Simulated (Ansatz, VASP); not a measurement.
## Two plane-wave programs on Te

```
CELL_PARAMETERS angstrom
3.89522 -2.19033 0.00000
3.89522 2.19033 0.00000
-0.09614 0.00000 6.09330
ATOMIC_POSITIONS crystal
Te 0.00000 0.00000 0.00000
Te 0.30945 0.30945 0.33881
Te 0.69055 0.69055 0.66119
```

Alike in both runs: task single point; functional r2SCAN; k mesh 7 × 7 × 5; occupations fermi-dirac, width 0.05 eV; no spin polarisation.

|  | VASP | Ansatz |
| --- | --- | --- |
| version | VASP 6.6.1 | Ansatz 0.2.0 |
| potentials or method | VASP PAW PBE potentials, release 64 (Te) | Ansatz PAW |
| plane-wave cutoff (eV) | 520 | 500 |
| valence electrons in the cell | 18 | 48 |

|  | VASP | Ansatz | Ansatz less VASP |
| --- | --- | --- | --- |
| gap on the k mesh at the Fermi level (eV) | 0.07 | 0.07 | -0.001 |
| least direct gap on the mesh (eV) | 0.21 | 0.20 | -0.007 |
| pressure (GPa) | -2.6 | -2.6 | +0.03 |
| traceless stress, the component that is largest in VASP (GPa) | -0.64 | -0.64 | +0.002 |
| rms of the force components (eV/Å) | 0.070 | 0.075 | +0.0045 |

VASP's potentials were made for PBE, not for r2SCAN. Atom by atom the forces differ by 0.005 eV/Å (rms over components). VASP's potentials hold 18 valence electrons a cell and Ansatz's 48, so a difference there can come from the potentials and not from the codes.

Spin-orbit coupling is off throughout. Noted on Ansatz's run: odd divisions of the mesh miss points on the zone boundary, where band edges often lie, so the gap on the mesh can be too wide.
